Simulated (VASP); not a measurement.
# Ca (Im-3m) in VASP: single point with PBEsol

Aim: the single point of Ca with PBEsol.

Program: VASP 6.6.1. These are calculated values, not measurements. Logs are shortened: lines on timing, memory, paths and dates and some standing lists are left out, and cuts for length are marked.

**1. The cell of the first run**

Symmetry: Im-3m, No. 229, cubic system. The conventional cell has a = 4.480 Å, b = 4.480 Å, c = 4.480 Å, α = 90.00°, β = 90.00°, γ = 90.00°. Within 5.1 Å of Ca (site symmetry m-3m) lie 14 Ca at 3.88 to 4.48 Å.

**2. Single point, PBEsol**

INCAR reads:

```
PREC     = Accurate       # precision mode
ENCUT    = 520            # plane-wave cutoff, eV
EDIFF    = 1E-6           # SCF threshold, eV
ISMEAR   = -1             # smearing method
SIGMA    = 0.1            # smearing width, eV
LREAL    = F              # projectors in reciprocal space
LASPH    = T              # aspherical terms in the spheres
NELM     = 100            # most SCF steps
ALGO     = Normal         # electronic algorithm
ISIF     = 2              # what is computed and relaxed
LWAVE    = F              # write WAVECAR
LCHARG   = T              # write CHGCAR
GGA      = PS             # functional
LELF     = T              # ELF
LVHAR    = T            
NBANDS   = 11             # bands
```

KPOINTS reads:

```
regular mesh
0
Gamma
  9 9 9
```

POSCAR reads:

```
Ca
1.0
   -2.2400000000      2.2400000000      2.2400000000
    2.2400000000     -2.2400000000      2.2400000000
    2.2400000000      2.2400000000     -2.2400000000
Ca
1
Direct
    0.0000000000      0.0000000000      0.0000000000
```

Potentials or basis: VASP PAW PBE potentials, release 64 (Ca_sv).

Run with:

```console
> cat potpaw_PBE.64/Ca_sv/POTCAR > POTCAR
> mpirun -np 1 vasp_std > vasp.out
```

OUTCAR:

```text
PREC = Accurate
   ENCUT = 520
   EDIFF = 1E-6
   ISMEAR = -1
   LREAL = F
   LASPH = T
   NELM = 100
   ISIF = 2
   GGA = PS

 ion  position               nearest neighbor table
   1  0.000  0.000  0.000-

  LATTYP: Found a body centered cubic cell.
 ALAT       =     4.4800000000

  Lattice vectors:

 A1 = (  -2.2400000000,   2.2400000000,   2.2400000000)
 A2 = (   2.2400000000,  -2.2400000000,   2.2400000000)
 A3 = (   2.2400000000,   2.2400000000,  -2.2400000000)

Analysis of symmetry for initial positions (statically):
=====================================================================
 Subroutine PRICEL returns:
 Original cell was already a primitive cell.

 Routine SETGRP: Setting up the symmetry group for a
 body centered cubic supercell.

 Subroutine GETGRP returns: Found 48 space group operations
 (whereof 48 operations were pure point group operations)
 out of a pool of 48 trial point group operations.

The static configuration has the point symmetry O_h .

Analysis of symmetry for dynamics (positions and initial velocities):
=====================================================================
 Subroutine PRICEL returns:
 Original cell was already a primitive cell.

 Routine SETGRP: Setting up the symmetry group for a
 body centered cubic supercell.

 Subroutine GETGRP returns: Found 48 space group operations
 (whereof 48 operations were pure point group operations)
 out of a pool of 48 trial point group operations.

The dynamic configuration has the point symmetry O_h .

 Subroutine INISYM returns: Found 48 space group operations
 (whereof 48 operations are pure point group operations),
 and found     1 'primitive' translations

----------------------------------------------------------------------------------------

                                     Primitive cell

  volume of cell :      44.9577

  direct lattice vectors                    reciprocal lattice vectors
    -2.240000000  2.240000000  2.240000000     0.000000000  0.223214286  0.223214286
     2.240000000 -2.240000000  2.240000000     0.223214286  0.000000000  0.223214286
     2.240000000  2.240000000 -2.240000000     0.223214286  0.223214286  0.000000000

  length of vectors
     3.879793809  3.879793809  3.879793809     0.315672670  0.315672670  0.315672670

  position of ions in fractional coordinates (direct lattice)
     0.000000000  0.000000000  0.000000000

  ion indices of the primitive-cell ions
   primitive index   ion index
                 1           1

----------------------------------------------------------------------------------------

 KPOINTS: regular mesh

Automatic generation of k-mesh.
 Grid dimensions read from file:
 generate k-points for:    9    9    9

 Generating k-lattice:

  Cartesian coordinates                     Fractional coordinates (reciprocal lattice)
     0.000000000  0.024801587  0.024801587     0.111111111  0.000000000  0.000000000
     0.024801587  0.000000000  0.024801587     0.000000000  0.111111111  0.000000000
     0.024801587  0.024801587  0.000000000     0.000000000  0.000000000  0.111111111

  Length of vectors
     0.035074741  0.035074741  0.035074741

  Shift w.r.t. Gamma in fractional coordinates (k-lattice)
     0.000000000  0.000000000  0.000000000

 Subroutine IBZKPT returns following result:
 ===========================================

 Found     35 irreducible k-points:

 Following reciprocal coordinates:
            Coordinates               Weight
  0.000000  0.000000  0.000000      1.000000
  0.111111  0.000000  0.000000     12.000000
  0.222222  0.000000  0.000000     12.000000
  0.333333  0.000000  0.000000     12.000000
  0.444444  0.000000  0.000000     12.000000
  0.111111  0.111111  0.000000     24.000000
[... 16 lines left out ...]
 -0.333333  0.444444  0.111111     48.000000
 -0.444444 -0.444444  0.111111     24.000000
 [... further k-points ...]
   k-points           NKPTS =     35   k-points in BZ     NKDIM =     35   number of bands    NBANDS=     11
   number of dos      NEDOS =    301   number of ions     NIONS =      1
   total plane-waves  NPLWV =  27000
   dimension x,y,z NGX =    30 NGY =   30 NGZ =   30
   dimension x,y,z NGXF=    60 NGYF=   60 NGZF=   60
   ions per type =               1
   NGX,Y,Z   is equivalent  to a cutoff of  12.85, 12.85, 12.85 a.u.
   NGXF,Y,Z  is equivalent  to a cutoff of  25.71, 25.71, 25.71 a.u.
 SYSTEM =  unknown system
   PREC   = accura    normal or accurate (medium, high low for compatibility)
   ISTART =      0    job   : 0-new  1-cont  2-samecut
   ICHARG =      2    charge: 1-file 2-atom 10-const
   ISPIN  =      1    spin polarized calculation?
   LNONCOLLINEAR =      F non collinear calculations
   LSORBIT =      F    spin-orbit coupling
   LASPH  =      T    aspherical Exc in radial PAW
   ENCUT  =  520.0 eV  38.22 Ry    6.18 a.u.   7.21  7.21  7.21*2*pi/ulx,y,z
   NELM   =    100;   NELMIN=  2; NELMDL= -5     # of ELM steps
   EDIFF  = 0.1E-05   stopping-criterion for ELM
   LREAL  =      F    real-space projection
[... 7 lines left out ...]
   TEBEG  =    0.0;   TEEND  =   0.0 temperature during run
   PSTRESS=    0.0 pullay stress
   NELECT =      10.0000    total number of electrons
   NUPDOWN=      -1.0000    fix difference up-down
   EMIN   =  10.00;   EMAX   =-10.00  energy-range for DOS
   EFERMI =   0.00;   METHOD = LEGACY
   ISMEAR =    -1;   SIGMA  =   0.10  broadening in eV -4-tet -1-fermi 0-gaus
   EFERMI_NEDOS =   21; number of points for ismear=-14 and -15
   IALGO  =     38    algorithm
   IMIX   =      4    mixing-type and parameters
     AMIX     =   0.40;   BMIX     =  1.00
     AMIX_MAG =   1.60;   BMIX_MAG =  1.00
  volume/ion in A,a.u.               =      44.96       303.39
  Fermi-wavevector in a.u.,A,eV,Ry     =   0.991913  1.874443 13.386649  0.983891
  Thomas-Fermi vector in A             =   2.123688
   LORBIT       =      0    0 simple, 1 ext, 2 COOP (PROOUT), +10 PAW based schemes
   GGA     = PS    functional components
   LHFCALC =     F    Hartree Fock is set to
   AEXX    =    0.0000 exact exchange contribution
   IVDW    =     0    specifies the selected vdW correction
   LEPSILON=     F    determine dielectric tensor
   LRPA    =     F    only Hartree local field effects (RPA)
 non-spin polarized calculation
  energy-cutoff  :      520.00
  volume of cell :       44.96
 maximum number of plane-waves:      1224
 NGX is ok and might be reduce to    30
   NGX = 15   NGY = 15   NGZ = 15

 number of electron      10.0000001 magnetization

 Free energy of the ion-electron system (eV)
  ---------------------------------------------------
  ext. energy  EPLUGINS =         0.00000000
  ---------------------------------------------------
  free energy    TOTEN  =        -2.12012320 eV

  energy without entropy =       -2.07063343  energy(sigma->0) =       -2.09537831

 E-fermi :   1.6845     XC(G=0):  -7.6112

 val. band max:        1.6711871175   @ k =  -0.4444  -0.4444   0.1111
 cond. band min:       1.7417647085   @ k =  -0.4444  -0.4444   0.2222
 fundamental gap:      0.0705775910
 Fermi energy:         1.6844518898

 k-point     1 :       0.0000    0.0000    0.0000
  band No.  band energies     occupation
      1     -40.3356      2.00000
      2     -21.3329      2.00000
      3     -21.3329      2.00000
      4     -21.3329      2.00000
      5      -2.2637      2.00000
      6       3.8919      0.00000
      7       3.8919      0.00000
      8       3.8919      0.00000
      9       4.8913      0.00000
     10       4.8913      0.00000
     11      11.5956      0.00000

 k-point     2 :       0.1111    0.0000    0.0000
  band No.  band energies     occupation
      1     -40.3343      2.00000
      2     -21.3463      2.00000
      3     -21.3374      2.00000
      4     -21.3328      2.00000
      5      -2.0523      2.00000
      6       3.7676      0.00000
      7       3.7994      0.00000
      8       4.0480      0.00000
      9       4.7626      0.00000
     10       4.8963      0.00000
     11      11.1916      0.00000

 k-point     3 :       0.2222    0.0000    0.0000
  band No.  band energies     occupation
      1     -40.3309      2.00000
      2     -21.3801      2.00000
      3     -21.3489      2.00000
      4     -21.3327      2.00000
      5      -1.4424      2.00000
      6       3.3615      0.00000
      7       3.4808      0.00000
      8       4.4940      0.00000
      9       4.6981      0.00000
     10       4.9332      0.00000
     11       9.5501      0.00000

 k-point     4 :       0.3333    0.0000    0.0000
  band No.  band energies     occupation
      1     -40.3272      2.00000
      2     -21.4180      2.00000
      3     -21.3619      2.00000
      4     -21.3326      2.00000
      5      -0.5156      2.00000
      6       2.6606      0.00012
      7       3.1926      0.00000
      8       4.7817      0.00000
      9       5.0247      0.00000
     10       5.1431      0.00000
     11       7.8153      0.00000

 k-point     5 :       0.4444    0.0000    0.0000
  band No.  band energies     occupation
      1     -40.3247      2.00000
      2     -21.4425      2.00000
      3     -21.3704      2.00000
      4     -21.3326      2.00000
      5       0.5261      1.99998
      6       1.8705      0.26940
      7       3.0213      0.00000
      8       4.7902      0.00000
      9       5.1225      0.00000
     10       5.7387      0.00000
     11       6.8127      0.00000
[... 211 lines left out ...]
 k-point    21 :      -0.2222    0.3333    0.1111
  band No.  band energies     occupation
      1     -40.3264      2.00000
      2     -21.4032      2.00000
      3     -21.3672      2.00000
      4     -21.3503      2.00000
      5      -0.5007      2.00000
      6       2.9660      0.00001
      7       3.4162      0.00000
      8       4.1780      0.00000
      9       4.8768      0.00000
     10       5.1340      0.00000
     11       8.4702      0.00000

 k-point    22 :      -0.4444    0.4444    0.1111
  band No.  band energies     occupation
      1     -40.3236      2.00000
      2     -21.4391      2.00000
      3     -21.3755      2.00000
      4     -21.3425      2.00000
      5       0.7031      1.99989
      6       1.9037      0.20092
      7       3.1622      0.00000
      8       4.4307      0.00000
      9       5.1642      0.00000
     10       5.7094      0.00000
     11       6.7999      0.00000

 k-point    23 :      -0.3333    0.4444    0.1111
  band No.  band energies     occupation
      1     -40.3234      2.00000
      2     -21.4259      2.00000
      3     -21.3820      2.00000
      4     -21.3511      2.00000
      5       0.4761      1.99999
      6       2.3361      0.00295
      7       3.1647      0.00000
      8       4.3479      0.00000
      9       5.0201      0.00000
     10       5.5660      0.00000
     11       7.1501      0.00000

 k-point    24 :      -0.4444   -0.4444    0.1111
  band No.  band energies     occupation
      1     -40.3222      2.00000
      2     -21.4349      2.00000
      3     -21.3881      2.00000
      4     -21.3509      2.00000
      5       1.3420      1.93693
      6       1.6712      1.06623
      7       3.0376      0.00000
      8       4.3448      0.00000
      9       5.1649      0.00000
     10       5.9677      0.00000
     11       6.4791      0.00000

 [... further k-points ...]
[... 5 lines left out ...]
  --------------------------------------------------------------------------------------
  -------------------------------------------------------------------------------------
  Total       -0.4351060     -0.4351060     -0.4351060     -0.0000000      0.0000000      0.0000000
  in kB      -15.5060646    -15.5060646    -15.5060646     -0.0000000      0.0000000      0.0000000
  external PRESSURE =     -15.5060646 kB  Pullay stress =       0.0000000 kB

 VOLUME and BASIS-vectors are now :
 -----------------------------------------------------------------------------
  energy-cutoff  :      520.00
  volume of cell :       44.96
      direct lattice vectors                 reciprocal lattice vectors
    -2.240000000  2.240000000  2.240000000     0.000000000  0.223214286  0.223214286
     2.240000000 -2.240000000  2.240000000     0.223214286  0.000000000  0.223214286
     2.240000000  2.240000000 -2.240000000     0.223214286  0.223214286  0.000000000

 POSITION                                       TOTAL-FORCE (eV/Angst)
 -----------------------------------------------------------------------------------
      0.00000      0.00000      0.00000        -0.000000     -0.000000      0.000000
 -----------------------------------------------------------------------------------
    total drift:                               -0.000000     -0.000000      0.000000

  FREE ENERGIE OF THE ION-ELECTRON SYSTEM (eV)
  ---------------------------------------------------
  free  energy   TOTEN  =        -2.1201231970 eV

  energy  without entropy=       -2.0706334318  energy(sigma->0) =       -2.09537831
```

It took 22 s on 1 thread of AMD EPYC 7R43 (Zen 3), shared host; peak memory 0.13 GiB.

What came out:

```
Free energy            : -2.1201 eV
Pressure               : -1.6 GPa
Band gap on the k mesh : zero (band 5 reaches 1.86 eV, above the bottom of band 6 at 1.64 eV)
```

Levels at points of the mesh, in eV from the Fermi level:
```
           k point  band 1  band 2  band 3  band 4  band 5  band 6  band 7  band 8  band 9  band 10
(0.00, 0.00, 0.00)  -42.02  -23.02  -23.02  -23.02   -3.95    2.21    2.21    2.21    3.21     3.21
```

Caveat: the PAW data sets were made with another functional, which shifts forces and pressure a little.
